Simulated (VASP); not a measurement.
Write the native input for VASP 6.6.1 that does the following.

```
Task                   : single point
Functional             : r2SCAN
Potentials or basis    : VASP PAW PBE potentials, release 64 (C, O)
Cutoff                 : 520 eV
k mesh                 : 8 × 8 × 8
Occupations            : gaussian, width 0.01 eV
Spin                   : no spin polarisation
Dipole correction      : no
Further INCAR settings : ALGO = Normal; EDIFF = 1e-06; NBANDS = 25
```

The system is CO2.

```
C O
1.0
    -1.95481    1.95481    2.96733
     1.95481   -1.95481    2.96733
     1.95481    1.95481   -2.96733
C O
2 4
Direct
  0.00000 0.00000 0.00000
  0.75000 0.25000 0.50000
  0.37500 0.29235 0.41735
  0.70765 0.12500 0.08265
  0.87500 0.95765 0.58265
  0.04235 0.62500 0.91735
```

These files were run (other wordings do the same):

POSCAR

```
CO2
1.0
   -1.9548127153      1.9548127153      2.9673315043
    1.9548127153     -1.9548127153      2.9673315043
    1.9548127153      1.9548127153     -2.9673315043
C O
2 4
Direct
    0.0000000000      0.0000000000      0.0000000000
    0.7500000000      0.2500000000      0.5000000000
    0.3750000000      0.2923507872      0.4173507872
    0.7076492128      0.1250000000      0.0826492128
    0.8750000000      0.9576492128      0.5826492128
    0.0423507872      0.6250000000      0.9173507872
```

INCAR.step1

```
SYSTEM = CO2
PREC     = Accurate       ! precision mode
ENCUT    = 520            ! plane-wave cutoff, eV
ISMEAR   = 0              ! smearing method
SIGMA    = 0.01           ! smearing width, eV
LREAL    = .False.        ! projectors in reciprocal space
LASPH    = .True.         ! aspherical terms in the spheres
NELM     = 80             ! most SCF steps
NBANDS   = 25             ! bands
GGA      = PE             ! functional
ALGO     = Normal         ! electronic algorithm
EDIFF    = 1E-4           ! SCF threshold, eV
LWAVE    = .True.         ! write WAVECAR
LCHARG   = .False.        ! write CHGCAR
```

INCAR.step2

```
SYSTEM = CO2
PREC     = Accurate       ! precision mode
ENCUT    = 520            ! plane-wave cutoff, eV
EDIFF    = 1E-6           ! SCF threshold, eV
ISMEAR   = 0              ! smearing method
SIGMA    = 0.01           ! smearing width, eV
LREAL    = .False.        ! projectors in reciprocal space
LASPH    = .True.         ! aspherical terms in the spheres
NELM     = 80             ! most SCF steps
ALGO     = Normal         ! electronic algorithm
ISIF     = 2              ! what is computed and relaxed
LWAVE    = .False.        ! write WAVECAR
LCHARG   = .False.        ! write CHGCAR
METAGGA  = R2SCAN         ! meta-GGA
LMIXTAU  = .True.       
NBANDS   = 25             ! bands
ISTART   = 1
```

KPOINTS

```
Automatic mesh
0
Gamma
  8 8 8
  0 0 0
```

Potentials or basis: VASP PAW PBE potentials, release 64 (C, O).

Run with:

```bash
$ cat potpaw_PBE.64/C/POTCAR potpaw_PBE.64/O/POTCAR > POTCAR
$ cp INCAR.step1 INCAR
$ mpirun -np 1 vasp_std > vasp.out
$ cp INCAR.step2 INCAR
$ mpirun -np 1 vasp_std > vasp.out
```

It gave:

```yaml
Pressure: 2.2 GPa
Largest_force: 0.129 eV/Å
Band_gap_on_the_k_mesh: 8.48 eV, indirect (least direct gap 8.88 eV)
```

Caveat: the PAW data sets were made with another functional, which shifts forces and pressure a little.

Run time: 2.5 min on 1 thread of AMD EPYC 9R45 96-Core Processor (Zen 5), on a shared host, peak memory 0.16 GiB.
